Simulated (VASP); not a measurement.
# BaO (Fm-3m) in VASP: a series of runs

Runs on BaO. Level: PBE. Tasks: single point.

All numbers are computed with VASP 6.6.1; they aren't measurements. Logs are shortened: lines on timing, memory, paths and dates and some standing lists are left out, and cuts for length are marked.

**1. The cell of the first run**

The structure is cubic, space group Fm-3m (No. 225). Conventional cell: a = 5.519 Å, b = 5.519 Å, c = 5.519 Å, α = 90.00°, β = 90.00°, γ = 90.00°. Ba (site symmetry m-3m) has 6 O at 2.76 Å within 3.6 Å. Within 3.6 Å of O (site symmetry m-3m) lie 6 Ba at 2.76 Å.

**2. Single point, PBE (Sr replaced by Ba, lengths x 1.046, strained)**

Input file INCAR:

```
SYSTEM = BaO
PREC = Accurate ; ENCUT = 600
EDIFF = 1E-6 ; ISMEAR = 0
SIGMA = 0.1 ; LREAL = .FALSE.
LASPH = .TRUE. ; NELM = 120
ALGO = Normal ; ISIF = 2
LWAVE = .FALSE. ; LCHARG = .FALSE.
GGA = PE ; NBANDS = 15
GGA_COMPAT = .FALSE.
```

Input file KPOINTS:

```
Automatic mesh
0
G
  6 6 6
  0 0 0
```

Input file POSCAR:

```
BaO
1.0
    0.0000000000      2.7595318786      2.7595318786
    2.7595318786      0.0000000000      2.7595318786
    2.7595318786      2.7595318786      0.0000000000
Ba O
1 1
Direct
    0.0000000000      0.0000000000      0.0000000000
    0.5000000000      0.5000000000      0.5000000000
```

Potentials or basis: VASP PAW PBE potentials, release 64 (Ba_sv, O).

Run with:

```sh
cat potpaw_PBE.64/Ba_sv/POTCAR potpaw_PBE.64/O/POTCAR > POTCAR
mpirun -np 1 vasp_std > vasp.out
```

OUTCAR:

```text
SYSTEM = BaO
   PREC = Accurate
   ENCUT = 600
   EDIFF = 1E-6
   ISMEAR = 0
   LREAL = .FALSE.
   LASPH = .TRUE.
   NELM = 120
   ISIF = 2
   GGA = PE

 ion  position               nearest neighbor table
   1  0.000  0.000  0.000-   2 2.76   2 2.76   2 2.76   2 2.76   2 2.76   2 2.76
   2  0.500  0.500  0.500-   1 2.76   1 2.76   1 2.76   1 2.76   1 2.76   1 2.76

  LATTYP: Found a face centered cubic cell.
 ALAT       =     5.5190637572

  Lattice vectors:

 A1 = (   0.0000000000,   2.7595318786,   2.7595318786)
 A2 = (   2.7595318786,   0.0000000000,   2.7595318786)
 A3 = (   2.7595318786,   2.7595318786,   0.0000000000)

Analysis of symmetry for initial positions (statically):
=====================================================================
 Subroutine PRICEL returns:
 Original cell was already a primitive cell.

 Routine SETGRP: Setting up the symmetry group for a
 face centered cubic supercell.

 Subroutine GETGRP returns: Found 48 space group operations
 (whereof 48 operations were pure point group operations)
 out of a pool of 48 trial point group operations.

The static configuration has the point symmetry O_h .

Analysis of symmetry for dynamics (positions and initial velocities):
=====================================================================
 Subroutine PRICEL returns:
 Original cell was already a primitive cell.

 Routine SETGRP: Setting up the symmetry group for a
 face centered cubic supercell.

 Subroutine GETGRP returns: Found 48 space group operations
 (whereof 48 operations were pure point group operations)
 out of a pool of 48 trial point group operations.

The dynamic configuration has the point symmetry O_h .

 Subroutine INISYM returns: Found 48 space group operations
 (whereof 48 operations are pure point group operations),
 and found     1 'primitive' translations

----------------------------------------------------------------------------------------

                                     Primitive cell

  volume of cell :      42.0278

  direct lattice vectors                    reciprocal lattice vectors
     0.000000000  2.759531879  2.759531879    -0.181190152  0.181190152  0.181190152
     2.759531879  0.000000000  2.759531879     0.181190152 -0.181190152  0.181190152
     2.759531879  2.759531879  0.000000000     0.181190152  0.181190152 -0.181190152

  length of vectors
     3.902567409  3.902567409  3.902567409     0.313830549  0.313830549  0.313830549

  position of ions in fractional coordinates (direct lattice)
     0.000000000  0.000000000  0.000000000
     0.500000000  0.500000000  0.500000000

  ion indices of the primitive-cell ions
   primitive index   ion index
                 1           1
                 2           2

----------------------------------------------------------------------------------------

 KPOINTS: Automatic mesh

Automatic generation of k-mesh.
 Grid dimensions read from file:
 generate k-points for:    6    6    6

 Generating k-lattice:

  Cartesian coordinates                     Fractional coordinates (reciprocal lattice)
    -0.030198359  0.030198359  0.030198359     0.166666667  0.000000000  0.000000000
     0.030198359 -0.030198359  0.030198359     0.000000000  0.166666667  0.000000000
     0.030198359  0.030198359 -0.030198359     0.000000000  0.000000000  0.166666667

  Length of vectors
     0.052305091  0.052305091  0.052305091

  Shift w.r.t. Gamma in fractional coordinates (k-lattice)
     0.000000000  0.000000000  0.000000000

 Subroutine IBZKPT returns following result:
 ===========================================

 Found     16 irreducible k-points:

 Following reciprocal coordinates:
            Coordinates               Weight
  0.000000  0.000000  0.000000      1.000000
  0.166667  0.000000  0.000000      8.000000
  0.333333  0.000000  0.000000      8.000000
  0.500000  0.000000  0.000000      4.000000
  0.166667  0.166667  0.000000      6.000000
  0.333333  0.166667  0.000000     24.000000
[... 8 lines left out ...]
 -0.333333  0.333333  0.166667     24.000000
 -0.333333  0.500000  0.166667     12.000000
   k-points           NKPTS =     16   k-points in BZ     NKDIM =     16   number of bands    NBANDS=     15
   number of dos      NEDOS =    301   number of ions     NIONS =      2
   total plane-waves  NPLWV =  32768
   dimension x,y,z NGX =    32 NGY =   32 NGZ =   32
   dimension x,y,z NGXF=    64 NGYF=   64 NGZF=   64
   ions per type =               1   1
   NGX,Y,Z   is equivalent  to a cutoff of  13.63, 13.63, 13.63 a.u.
   NGXF,Y,Z  is equivalent  to a cutoff of  27.26, 27.26, 27.26 a.u.
 SYSTEM =  BaO
   PREC   = accura    normal or accurate (medium, high low for compatibility)
   ISTART =      0    job   : 0-new  1-cont  2-samecut
   ICHARG =      2    charge: 1-file 2-atom 10-const
   ISPIN  =      1    spin polarized calculation?
   LNONCOLLINEAR =      F non collinear calculations
   LSORBIT =      F    spin-orbit coupling
   LASPH  =      T    aspherical Exc in radial PAW
   ENCUT  =  600.0 eV  44.10 Ry    6.64 a.u.   7.79  7.79  7.79*2*pi/ulx,y,z
   NELM   =    120;   NELMIN=  2; NELMDL= -5     # of ELM steps
   EDIFF  = 0.1E-05   stopping-criterion for ELM
   LREAL  =      F    real-space projection
   EDIFFG = 0.1E-04   stopping-criterion for IOM
   NSW    =      0    number of steps for IOM
   IBRION =     -1    ionic relax: 0-MD 1-quasi-New 2-CG
   NFREE  =      0    steps in history (QN), initial steepest desc. (CG)
   ISIF   =      2    stress and relaxation
   ISYM   =      2    0-nonsym 1-usesym 2-fastsym
   POTIM  = 0.5000    time-step for ionic-motion
   TEBEG  =    0.0;   TEEND  =   0.0 temperature during run
   PSTRESS=    0.0 pullay stress
   NELECT =      16.0000    total number of electrons
   NUPDOWN=      -1.0000    fix difference up-down
   EMIN   =  10.00;   EMAX   =-10.00  energy-range for DOS
   EFERMI =   0.00;   METHOD = LEGACY
   ISMEAR =     0;   SIGMA  =   0.10  broadening in eV -4-tet -1-fermi 0-gaus
   EFERMI_NEDOS =   21; number of points for ismear=-14 and -15
   IALGO  =     38    algorithm
   IMIX   =      4    mixing-type and parameters
     AMIX     =   0.40;   BMIX     =  1.00
     AMIX_MAG =   1.60;   BMIX_MAG =  1.00
  volume/ion in A,a.u.               =      21.01       141.81
  Fermi-wavevector in a.u.,A,eV,Ry     =   1.186505  2.242168 19.154188  1.407793
  Thomas-Fermi vector in A             =   2.322676
   LORBIT       =      0    0 simple, 1 ext, 2 COOP (PROOUT), +10 PAW based schemes
   GGA     = PE    functional components
   LHFCALC =     F    Hartree Fock is set to
   AEXX    =    0.0000 exact exchange contribution
   IVDW    =     0    specifies the selected vdW correction
   LEPSILON=     F    determine dielectric tensor
   LRPA    =     F    only Hartree local field effects (RPA)
 non-spin polarized calculation
 Gauss-broadening in eV      SIGMA  =   0.10
  energy-cutoff  :      600.00
  volume of cell :       42.03
 maximum number of plane-waves:      1420
   NGX = 15   NGY = 15   NGZ = 15

 number of electron      15.9999998 magnetization

 Free energy of the ion-electron system (eV)
  ---------------------------------------------------
  ext. energy  EPLUGINS =         0.00000000
  ---------------------------------------------------
  free energy    TOTEN  =       -11.78426634 eV

  energy without entropy =      -11.78426634  energy(sigma->0) =      -11.78426634

 E-fermi :   2.4283     XC(G=0):  -9.6696

 val. band max:        1.9535870335   @ k =   0.5000   0.5000   0.0000
 cond. band min:       3.8909061517   @ k =   0.5000   0.5000   0.0000
 fundamental gap:      1.9373191182
 Fermi energy:         2.4282751159

 k-point     1 :       0.0000    0.0000    0.0000
  band No.  band energies     occupation
      1     -23.9617      2.00000
      2     -13.0974      2.00000
      3      -8.4523      2.00000
      4      -8.4523      2.00000
      5      -8.4523      2.00000
      6       1.5822      2.00000
      7       1.5822      2.00000
      8       1.5822      2.00000
      9       5.5439      0.00000
     10       6.6285      0.00000
     11       6.6285      0.00000
     12       6.6285      0.00000
     13       8.9218      0.00000
     14       8.9218      0.00000
     15      11.9335      0.00000

 k-point     2 :       0.1667    0.0000    0.0000
  band No.  band energies     occupation
      1     -23.8968      2.00000
      2     -13.2854      2.00000
      3      -8.5138      2.00000
      4      -8.4840      2.00000
      5      -8.4840      2.00000
      6       1.0394      2.00000
      7       1.2432      2.00000
      8       1.2432      2.00000
      9       6.3608      0.00000
     10       6.7415      0.00000
     11       7.1403      0.00000
     12       7.1403      0.00000
     13       9.6148      0.00000
     14       9.6148      0.00000
     15      13.5483      0.00000

 k-point     3 :       0.3333    0.0000    0.0000
  band No.  band energies     occupation
      1     -23.7622      2.00000
      2     -13.6628      2.00000
      3      -8.6236      2.00000
      4      -8.5451      2.00000
      5      -8.5451      2.00000
      6       0.2430      2.00000
      7       0.6733      2.00000
      8       0.6733      2.00000
      9       6.5821      0.00000
     10       8.3724      0.00000
     11       8.3724      0.00000
     12       8.9328      0.00000
     13      11.1633      0.00000
     14      11.1633      0.00000
     15      15.8370      0.00000

 k-point     4 :       0.5000    0.0000    0.0000
  band No.  band energies     occupation
      1     -23.6921      2.00000
      2     -13.8522      2.00000
      3      -8.6726      2.00000
      4      -8.5746      2.00000
      5      -8.5746      2.00000
      6      -0.0871      2.00000
      7       0.4260      2.00000
      8       0.4260      2.00000
      9       6.8897      0.00000
     10       9.1378      0.00000
     11       9.1378      0.00000
     12      10.1969      0.00000
     13      12.5247      0.00000
     14      12.5247      0.00000
     15      15.4588      0.00000
[... 163 lines left out ...]
 k-point    14 :       0.5000    0.3333    0.1667
  band No.  band energies     occupation
      1     -23.6793      2.00000
      2     -13.5656      2.00000
      3      -9.1440      2.00000
      4      -9.1062      2.00000
      5      -8.6001      2.00000
      6       0.6752      2.00000
      7       0.9005      2.00000
      8       1.5950      2.00000
      9       5.5840      0.00000
     10       8.0760      0.00000
     11       9.1421      0.00000
     12       9.8522      0.00000
     13      11.2669      0.00000
     14      13.0708      0.00000
     15      14.9028      0.00000

 k-point    15 :      -0.3333    0.3333    0.1667
  band No.  band energies     occupation
      1     -23.6347      2.00000
      2     -13.5876      2.00000
      3      -9.3264      2.00000
      4      -9.3175      2.00000
      5      -8.5438      2.00000
      6       0.4841      2.00000
      7       1.3723      2.00000
      8       1.3924      2.00000
      9       6.6991      0.00000
     10       6.9484      0.00000
     11       9.3557      0.00000
     12      10.5416      0.00000
     13      11.9264      0.00000
     14      13.8920      0.00000
     15      14.5383      0.00000

 k-point    16 :      -0.3333    0.5000    0.1667
  band No.  band energies     occupation
      1     -23.6167      2.00000
      2     -13.4372      2.00000
      3      -9.7660      2.00000
      4      -9.3073      2.00000
      5      -8.6569      2.00000
      6       0.8588      2.00000
      7       1.7017      2.00000
      8       1.8310      2.00000
      9       5.2056      0.00000
     10       8.1639      0.00000
     11       8.6623      0.00000
     12      11.5348      0.00000
     13      11.7601      0.00000
     14      14.1266      0.00000
     15      14.3822      0.00000

------------------------ aborting loop because EDIFF is reached ----------------------------------------

  FORCE on cell =-STRESS in cart. coord.  units (eV):
  Direction    XX          YY          ZZ          XY          YZ          ZX
  --------------------------------------------------------------------------------------
  -------------------------------------------------------------------------------------
  Total        1.0215021      1.0215021      1.0215021      0.0000000      0.0000000     -0.0000000
  in kB       38.9415820     38.9415820     38.9415820      0.0000000      0.0000000     -0.0000000
  external PRESSURE =      38.9415820 kB  Pullay stress =       0.0000000 kB

 VOLUME and BASIS-vectors are now :
 -----------------------------------------------------------------------------
  energy-cutoff  :      600.00
  volume of cell :       42.03
      direct lattice vectors                 reciprocal lattice vectors
     0.000000000  2.759531879  2.759531879    -0.181190152  0.181190152  0.181190152
     2.759531879  0.000000000  2.759531879     0.181190152 -0.181190152  0.181190152
     2.759531879  2.759531879  0.000000000     0.181190152  0.181190152 -0.181190152

 POSITION                                       TOTAL-FORCE (eV/Angst)
 -----------------------------------------------------------------------------------
      0.00000      0.00000      0.00000         0.000000      0.000000      0.000000
      2.75953      2.75953      2.75953        -0.000000     -0.000000     -0.000000
 -----------------------------------------------------------------------------------
    total drift:                                0.000000     -0.000000      0.000000

  FREE ENERGIE OF THE ION-ELECTRON SYSTEM (eV)
  ---------------------------------------------------
  free  energy   TOTEN  =       -11.7842663354 eV

  energy  without entropy=      -11.7842663354  energy(sigma->0) =      -11.78426634
```

Wall time 16 s (1 thread of AMD EPYC 7R43 (Zen 3), shared host); peak memory 0.14 GiB.

What came out:

```
Free energy            : -11.7843 eV
Pressure               : 3.9 GPa
Band gap on the k mesh : 1.94 eV
```

Caveat: the cell differs from its parent crystal (Sr replaced by Ba, lengths x 1.046, strained); the cell stands under pressure; spin-orbit coupling is left out, which moves the levels of the heavy elements. A k mesh can miss the band edges.

**3. Single point, PBE (Sr replaced by Ba, lengths x 1.046, strained)**

Input file INCAR:

```
SYSTEM = BaO
ALGO = Normal
EDIFF = 1E-6
ENCUT = 600
GGA = PE
GGA_COMPAT = .FALSE.
ISIF = 2
ISMEAR = 0
LASPH = .TRUE.
LCHARG = .FALSE.
LREAL = .FALSE.
LWAVE = .FALSE.
NBANDS = 15
NELM = 120
PREC = Accurate
SIGMA = 0.02
```

Input file KPOINTS:

```
k-points
0
G
  8 8 8
  0 0 0
```

POSCAR is that of step 2.

Potentials or basis: VASP PAW PBE potentials, release 64 (Ba_sv, O).

Run with:

```sh
cat potpaw_PBE.64/Ba_sv/POTCAR potpaw_PBE.64/O/POTCAR > POTCAR
mpirun -np 1 vasp_std > vasp.out
```

Wall time 24 s (1 thread of AMD EPYC 7R43 (Zen 3), shared host); peak memory 0.15 GiB.

The run converged. Its results:

```
Free energy            : -11.7844 eV
Pressure               : 3.9 GPa
Band gap on the k mesh : 1.94 eV
```

Levels at points of the mesh, in eV from the valence-band top:
| k point | band 6 | band 7 | band 8 | band 9 | band 10 | band 11 |
| --- | --- | --- | --- | --- | --- | --- |
| (0.00, 0.00, 0.00) | -0.37 | -0.37 | -0.37 | 3.59 | 4.68 | 4.68 |
| (0.50, 0.00, 0.00) | -2.04 | -1.53 | -1.53 | 4.94 | 7.18 | 7.18 |
| (0.50, 0.50, 0.00) | -0.17 | -0.17 | 0.00 | 1.94 | 6.01 | 8.94 |

Caveat: the cell differs from its parent crystal (Sr replaced by Ba, lengths x 1.046, strained); the cell stands under pressure; spin-orbit coupling is left out, which moves the levels of the heavy elements. A k mesh can miss the band edges.

**4. Single point, PBE**

Input file INCAR:

```
PREC = Accurate ; ENCUT = 600
EDIFF = 1E-6 ; ISMEAR = 0
SIGMA = 0.02 ; LREAL = False
LASPH = True ; NELM = 120
ALGO = Normal ; ISIF = 2
LWAVE = False ; LCHARG = True
GGA = PE ; LELF = True
LVHAR = True ; NBANDS = 15
GGA_COMPAT = False
```

Input file KPOINTS:

```
regular mesh
0
Gamma
  8 8 8
```

POSCAR is that of step 3.

Run with:

```sh
cat potpaw_PBE.64/Ba_sv/POTCAR potpaw_PBE.64/O/POTCAR > POTCAR
mpirun -np 1 vasp_std > vasp.out
```

Wall time 25 s (1 thread of AMD EPYC 7R43 (Zen 3), shared host); peak memory 0.15 GiB.

It converged, with:

- Free energy: -11.7844 eV
- Pressure: 3.9 GPa
- Band gap on the k mesh: 1.94 eV

Levels at points of the mesh, in eV from the valence-band top:
```
           k point  band 6  band 7  band 8  band 9  band 10  band 11
(0.00, 0.00, 0.00)   -0.37   -0.37   -0.37    3.59     4.68     4.68
(0.50, 0.00, 0.00)   -2.04   -1.53   -1.53    4.94     7.18     7.18
(0.50, 0.50, 0.00)   -0.17   -0.17    0.00    1.94     6.01     8.94
```

Caveat: the cell stands under pressure; spin-orbit coupling is left out, which moves the levels of the heavy elements.
